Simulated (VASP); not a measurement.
Here is a VASP 6.6.1 calculation.

File INCAR:

```
SYSTEM = Ag3Cl2
PREC = Accurate
ENCUT = 600
EDIFF = 1E-7
ISMEAR = 0
SIGMA = 0.1
LREAL = .FALSE.
LASPH = .TRUE.
NELM = 80
ALGO = Normal
ISIF = 3
LWAVE = .FALSE.
LCHARG = .FALSE.
GGA = PE
IBRION = 2
NSW = 90
EDIFFG = -0.04
```

KPOINTS

```
regular mesh
0
G
  6 6 4
  0 0 0
```

Contents of POSCAR:

```
Ag3Cl2
1.0
    4.6769437754      0.0000000000      0.0000000000
   -2.3384718877      4.0503521215      0.0000000000
    0.0000000000      0.0000000000      6.7775956917
Ag Cl
3 2
Direct
    0.5000000000      0.0000000000      0.5000000000
    0.0000000000      0.5000000000      0.5000000000
    0.5000000000      0.5000000000      0.5000000000
    0.0000000000      0.0000000000      0.3120696986
    0.0000000000      0.0000000000      0.6879303014
```

Potentials or basis: VASP PAW PBE potentials, release 64 (Ag, Cl).

Launch:

```bash
$ cat potpaw_PBE.64/Ag/POTCAR potpaw_PBE.64/Cl/POTCAR > POTCAR
$ mpirun -np 1 vasp_std > vasp.out
```

Q: Estimate the relaxed volume.

A: 37.05 Å³/atom.

Q: What does it give for the relaxed cell?

A: a = 5.379 Å, b = 5.379 Å, c = 7.393 Å, α = 90.00°, β = 90.00°, γ = 120.00°.

Q: Predict the space group after relaxing (to 0.05 Å).

A: P6/mmm (No. 191).

Step by step:
| step | energy change (eV) | largest force (eV/Å) | pressure (GPa) | volume (Å³) |
| --- | --- | --- | --- | --- |
| 1 | 0.0000 | 5.0867 | 33.68 | 128.39 |
| 2 | -3.3440 | 0.4158 | -3.72 | 254.81 |
| 3 | -4.8588 | 0.5276 | -0.12 | 184.25 |
| 4 | -4.8590 | 0.5652 | 0.09 | 183.01 |
| 5 | -4.9021 | 0.2367 | 0.12 | 183.66 |
| 6 | -4.9115 | 0.0308 | 0.18 | 184.12 |
| 7 | -4.9122 | 0.0033 | -0.01 | 185.27 |

Caveat: the volume moved by over 15 % at a fixed basis, so the end points are rough; this functional lacks dispersion, which binds the layers, so the pressure and a relaxed spacing across them are unreliable; an odd number of electrons without spin polarisation forces a metal; a magnetic or distorted state may lie lower.
